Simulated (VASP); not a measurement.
**CsBr: single point with r2SCAN**

Crystal: CsBr.

```
Cs Br
1.0
     4.28600    0.00000    0.00000
     0.00000    4.28600    0.00000
     0.00000    0.00000    4.28600
Cs Br
1 1
Direct
  0.00000 0.00000 0.00000
  0.50000 0.50000 0.50000
```

```yaml
Program: VASP 6.6.1
Task: single point
Functional: r2SCAN
Potentials_or_basis: VASP PAW PBE potentials, release 64 (Cs_sv, Br)
Cutoff: 550 eV
k_mesh: 8 × 8 × 8
Occupations: gaussian, width 0.05 eV
Spin: no spin polarisation
```

| Item | Value |
| --- | --- |
| Pressure | 0.5 GPa |
| Band gap on the k mesh | 5.29 eV, direct |

Levels at points of the mesh, in eV from the valence-band top:
```csv
k point,band 5,band 6,band 7,band 8,band 9,band 10,band 11,band 12
"(0.00, 0.00, 0.00)",-6.52,0.00,0.00,0.00,5.29,5.40,5.40,9.82
"(0.50, 0.00, 0.00)",-6.42,-1.31,-0.21,-0.21,6.44,7.97,8.51,8.94
"(0.50, 0.50, 0.00)",-6.35,-0.58,-0.58,0.00,5.85,6.13,7.87,7.87
"(0.50, 0.50, 0.50)",-6.93,-1.18,-1.18,-1.18,9.00,9.00,9.00,9.90
```

It took 2.1 min on 1 thread of AMD EPYC 7R13 Processor (Zen 3), with other jobs on the host, peak memory 0.21 GiB.

Caveat: the PAW data sets were made with another functional, which shifts forces and pressure a little; spin-orbit coupling is left out, which moves the levels of the heavy elements. r2SCAN opens gaps a little over a GGA but as a rule still falls short of measured ones.
